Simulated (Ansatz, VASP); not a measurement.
# Si3Ge in VASP and in Ansatz

```xyz
4
Lattice="3.9266 0.0000 0.0000 0.0000 3.9266 0.0000 0.0000 0.0000 5.5380" Properties=species:S:1:pos:R:3 pbc="T T T"
Si    1.9633    0.0000    4.1805
Si    1.9633    1.9633    0.0000
Si    0.0000    1.9633    1.3575
Ge    0.0000    0.0000    2.7690
```

Alike in both runs: task single point; functional r2SCAN; k mesh 6 × 6 × 4; no spin polarisation.

|  | VASP | Ansatz |
| --- | --- | --- |
| version | VASP 6.6.1 | Ansatz 0.2.0 |
| potentials or method | VASP PAW PBE potentials, release 64 (Si, Ge_d) | plane waves, PAW |
| plane-wave cutoff (eV) | 520 | 500 |
| occupations | gaussian, width 0.01 eV | fixed |
| valence electrons in the cell | 26 | 26 |

Ansatz gave:

| Property | Result |
| --- | --- |
| gap on the k mesh at the Fermi level (eV) | 0.63 |
| pressure (GPa) | -2.5 |
| rms of the force components (eV/Å) | 0.002 |

**Question.** What did VASP give for the same quantities?

**Answer.** gap on the k mesh at the Fermi level (eV): 0.63; pressure (GPa): -2.6; rms of the force components (eV/Å): 0.009.

VASP's potentials were made for PBE, not for r2SCAN. Atom by atom the forces differ by 0.007 eV/Å (rms over components).
